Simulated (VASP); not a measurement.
Here is a VASP 6.6.1 calculation.

Contents of INCAR:

```
PREC = Accurate
ENCUT = 520
EDIFF = 1E-6
ISMEAR = 0
SIGMA = 0.05
LREAL = False
LASPH = True
NELM = 60
ALGO = Normal
ISIF = 2
LWAVE = False
LCHARG = True
GGA = PS
LELF = True
LVHAR = True
NBANDS = 11
```

Contents of KPOINTS:

```
regular mesh
0
Gamma
  10 10 10
```

The input POSCAR:

```
SiC
1.0
    0.0000000000      2.2328493244      2.2328493244
    2.2328493244      0.0000000000      2.2328493244
    2.2328493244      2.2328493244      0.0000000000
Si C
1 1
Direct
    0.0000000000      0.0000000000      0.0000000000
    0.7500000000      0.7500000000      0.7500000000
```

Potentials or basis: VASP PAW PBE potentials, release 64 (Si, C).

Run with:

```bash
$ cat potpaw_PBE.64/Si/POTCAR potpaw_PBE.64/C/POTCAR > POTCAR
$ mpirun -np 1 vasp_std > vasp.out
```

Q: What does it give for the pressure?

A: -13.9 GPa.

Q: Estimate the band gap on the k mesh.

A: 1.30 eV, indirect (least direct gap 4.36 eV).

Caveat: the PAW data sets were made with another functional, which shifts forces and pressure a little. A k mesh can miss the band edges.
